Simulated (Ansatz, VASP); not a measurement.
**Ga in VASP and in Ansatz**

```
Ga
1.0
     2.75768    0.00000    0.00000
     0.00000    2.75768    0.00000
     0.00000    0.00000    2.75768
Ga
1
Direct
  0.00000 0.00000 0.00000
```

Alike in both runs: task single point; functional PBE; k mesh 19 × 19 × 19; occupations fermi-dirac, width 0.1 eV; no spin polarisation.

|  | VASP | Ansatz |
| --- | --- | --- |
| version | VASP 6.6.1 | Ansatz 0.2.0 |
| potentials or method | VASP PAW PBE potentials, release 64 (Ga_d), cutoff 520 eV | plane waves (420 eV) with PAW, scalar-relativistic |
| valence electrons in the cell | 13 | 13 |

VASP gave:

* pressure (GPa): -1.6

Estimate Ansatz's values.

pressure (GPa): -1.7.
